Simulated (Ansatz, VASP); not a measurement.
## N: VASP beside Ansatz

```
CELL_PARAMETERS angstrom
3.91932 0.00000 0.00000
-1.95966 3.39423 0.00000
0.00000 0.00000 5.89000
ATOMIC_POSITIONS crystal
N 0.33333 0.66667 0.25000
N 0.66667 0.33333 0.75000
```

Change from the starting cell: strain +0.080 along x and y, +0.000 along z, atoms carried along.

Alike in both runs: task single point; functional LDA; k mesh 15 × 15 × 8; occupations gaussian, width 0.15 eV; no spin polarisation.

|  | VASP | Ansatz |
| --- | --- | --- |
| version | VASP 6.6.1 | Ansatz 0.2.0 |
| potentials or method | VASP PAW LDA potentials, release 64 (N), cutoff 520 eV | scalar-relativistic, plane waves, PAW |
| valence electrons in the cell | 10 | 10 |

Ansatz gave:

* gap on the k mesh at the Fermi level (eV): none
* pressure (GPa): -5.8
* traceless stress, the component that is largest in VASP (GPa): -1.11

Problem. What did VASP give for the same quantities?

Solution. gap on the k mesh at the Fermi level (eV): none; pressure (GPa): -5.9; traceless stress, the component that is largest in VASP (GPa): -1.10.

LDA's correlation is that of Perdew and Zunger in VASP and of Perdew and Wang (1992) in Ansatz. A gap of «none» marks a metal or a gap that the smearing closes.
